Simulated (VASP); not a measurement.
A run of VASP 6.6.1:

The input INCAR:

```
SYSTEM = Ba3Rh
PREC = Accurate ; ENCUT = 620
EDIFF = 1E-7 ; ISMEAR = 0
SIGMA = 0.1 ; LREAL = .False.
LASPH = .True. ; NELM = 120
ALGO = Normal ; ISIF = 3
LWAVE = .False. ; LCHARG = .False.
GGA = PE ; IBRION = 2
NSW = 90 ; EDIFFG = -0.04
GGA_COMPAT = .False. ; NELMIN = 4
```

Contents of KPOINTS:

```
Automatic mesh
0
Gamma
  4 4 4
  0 0 0
```

File POSCAR:

```
Ba3Rh
1.0
    4.9726917303      0.0000000000      0.0000000000
    0.0000000000      4.9726917303      0.0000000000
    0.0000000000      0.0000000000      4.9726917303
Ba Rh
3 1
Direct
    0.0000000000      0.5000000000      0.5000000000
    0.5000000000      0.0000000000      0.5000000000
    0.5000000000      0.5000000000      0.0000000000
    0.0000000000      0.0000000000      0.0000000000
```

Potentials or basis: VASP PAW PBE potentials, release 64 (Ba_sv, Rh_sv_GW).

The run is started by

```bash
$ cat potpaw_PBE.64/Ba_sv/POTCAR potpaw_PBE.64/Rh_sv_GW/POTCAR > POTCAR
$ mpirun -np 1 vasp_std > vasp.out
```

Hardware: 1 thread of Intel(R) Xeon(R) Platinum 8375C CPU @ 2.90GHz (Ice Lake), on a shared host.

Question: Estimate the wall time of this run.

Answer: Wall time 2.7 min on 1 thread of Intel(R) Xeon(R) Platinum 8375C CPU @ 2.90GHz (Ice Lake) (shared host), peak memory 0.27 GiB. Counts: scf iterations 63, k points 10, ion steps 4.
